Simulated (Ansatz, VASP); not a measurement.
One calculation of Ti, two programs

File POSCAR:

```
Ti
1.0
   -1.5589500000      1.5589500000      1.6410000000
    1.5589500000     -1.5589500000      1.6410000000
    1.5589500000      1.5589500000     -1.6410000000
Ti
1
Direct
    0.0000000000      0.0000000000      0.0000000000
```

File INCAR.step1:

```
SYSTEM = Ti
PREC = Accurate
ENCUT = 520
ISMEAR = 0
SIGMA = 0.15
LREAL = .FALSE.
LASPH = .TRUE.
NELM = 100
NBANDS = 12
GGA = PE
ALGO = Normal
EDIFF = 1E-4
LWAVE = .TRUE.
LCHARG = .FALSE.
```

Contents of INCAR.step2:

```
SYSTEM = Ti
PREC = Accurate
ENCUT = 520
EDIFF = 1E-6
ISMEAR = 0
SIGMA = 0.15
LREAL = .FALSE.
LASPH = .TRUE.
NELM = 100
ALGO = Normal
ISIF = 2
LWAVE = .FALSE.
LCHARG = .FALSE.
METAGGA = R2SCAN
LMIXTAU = .TRUE.
NBANDS = 12
ISTART = 1
```

KPOINTS

```
regular mesh
0
G
  20 20 20
  0 0 0
```

Input for Ansatz:

```yaml
crystal:
  lattice:
    - [-1.55895, 1.55895, 1.641]
    - [1.55895, -1.55895, 1.641]
    - [1.55895, 1.55895, -1.641]
  atoms:
    - { symbol: Ti, position: [0.0, 0.0, 0.0] }
basis:
  ecutwfc: 500
kpoints:
  mp_grid: { grid: [20, 20, 20] }
hamiltonian:
  xc: r2scan
scf:
  occupations: { method: gaussian, width: 0.15 }
output:
  forces: true
  stress: true
  eigenvalues: true
```

Change from the starting cell: strain -0.050 along x and y, +0.000 along z, atoms carried along.

Alike in both runs: task single point; functional r2SCAN; k mesh 20 × 20 × 20; occupations gaussian, width 0.15 eV; no spin polarisation.

|  | VASP | Ansatz |
| --- | --- | --- |
| version | VASP 6.6.1 | Ansatz 0.2.0 |
| potentials or method | VASP PAW PBE potentials, release 64 (Ti_sv), cutoff 520 eV | scalar-relativistic, plane waves, PAW |
| valence electrons in the cell | 12 | 12 |

|  | VASP | Ansatz | Ansatz less VASP |
| --- | --- | --- | --- |
| gap on the k mesh at the Fermi level (eV) | none | none | - |
| pressure (GPa) | 10.0 | 9.6 | -0.40 |
| traceless stress, the component that is largest in VASP (GPa) | 0.91 | 0.90 | -0.015 |

VASP's potentials were made for PBE, not for r2SCAN. A gap of «none» marks a metal or a gap that the smearing closes.
